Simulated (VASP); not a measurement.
Wanted: the native input for a VASP 6.6.1 run.

```
Task                   : single point
Functional             : LDA
Potentials or basis    : VASP PAW LDA potentials, release 64 (Ti_sv)
Cutoff                 : 520 eV
k mesh                 : 20 × 20 × 20
Occupations            : gaussian, width 0.15 eV
Spin                   : no spin polarisation
Dipole correction      : no
Further INCAR settings : ALGO = Fast; EDIFF = 1e-07; NBANDS = 12
```

The structure of Ti lies in POSCAR:

```
Ti
1.0
   -1.5917700000      1.5917700000      1.6902300000
    1.5917700000     -1.5917700000      1.6902300000
    1.5917700000      1.5917700000     -1.6902300000
Ti
1
Direct
    0.0000000000      0.0000000000      0.0000000000
```

This cell differs from its parent crystal: strain -0.030 along x and y, +0.030 along z.

One way to write it, as run:

INCAR

```
PREC = Accurate ; ENCUT = 520
EDIFF = 1E-7 ; ISMEAR = 0
SIGMA = 0.15 ; LREAL = F
LASPH = T ; NELM = 60
ALGO = Fast ; ISIF = 2
LWAVE = F ; LCHARG = F
GGA = CA ; NBANDS = 12
```

KPOINTS

```
Automatic mesh
0
Gamma
  20 20 20
```

Potentials or basis: VASP PAW LDA potentials, release 64 (Ti_sv).

Run with:

```sh
$ cat potpaw_LDA.64/Ti_sv/POTCAR > POTCAR
$ mpirun -np 1 vasp_std > vasp.out
```

Results of the run:

```
Pressure               : -8.1 GPa
Band gap on the k mesh : zero (band 6 reaches 8.96 eV, above the bottom of band 7 at 7.41 eV)
```

Caveat: the cell differs from its parent crystal (strain -0.030 along x and y, +0.030 along z).

It took 4.5 min on 1 thread of Intel(R) Xeon(R) Platinum 8259CL CPU @ 2.50GHz (Skylake/Cascade Lake), on a shared host, peak memory 0.24 GiB.
